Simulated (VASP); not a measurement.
## W: elastic constants with PBE

The system is W.

```
W
1.0
    -1.58234    1.58234    1.58234
     1.58234   -1.58234    1.58234
     1.58234    1.58234   -1.58234
W
1
Direct
  0.00000 0.00000 0.00000
```

```json
{
 "Program": "VASP 6.6.1",
 "Task": "elastic constants",
 "Functional": "PBE",
 "Potentials or basis": "VASP PAW PBE potentials, release 64 (W_sv)",
 "Cutoff": "600 eV",
 "k mesh": "9 × 9 × 9",
 "Occupations": "fermi-dirac, width 0.05 eV",
 "Spin": "no spin polarisation",
 "Dipole correction": "no",
 "Ions in elastic constants": "relaxed",
 "Further INCAR settings": "ALGO = Normal; EDIFF = 1e-08; NBANDS = 13; IBRION = 6; POTIM = 0.015; NSW = 1; ISIF = 3"
}
```

```yaml
Elastic_constants_C11_C12_C44: 504, 236, 118 GPa
Voigt_bulk_modulus: 325 GPa
```

Elastic tensor in Voigt notation (GPa, in the Cartesian axes of the cell as first typed):
```
504 236 236   0   0   0
236 504 236   0   0   0
236 236 504   0   0   0
  0   0   0 118   0   0
  0   0   0   0 118   0
  0   0   0   0   0 118
```

Clamped-ion elastic tensor (GPa):
```
504 236 236   0   0   0
236 504 236   0   0   0
236 236 504   0   0   0
  0   0   0 118   0   0
  0   0   0   0 118   0
  0   0   0   0   0 118
```

It took 100 s on 1 thread of Intel(R) Xeon(R) 6975P-C (Granite Rapids) (shared host), peak memory 0.21 GiB.

Caveat: the cell is under stress, which shifts elastic constants.
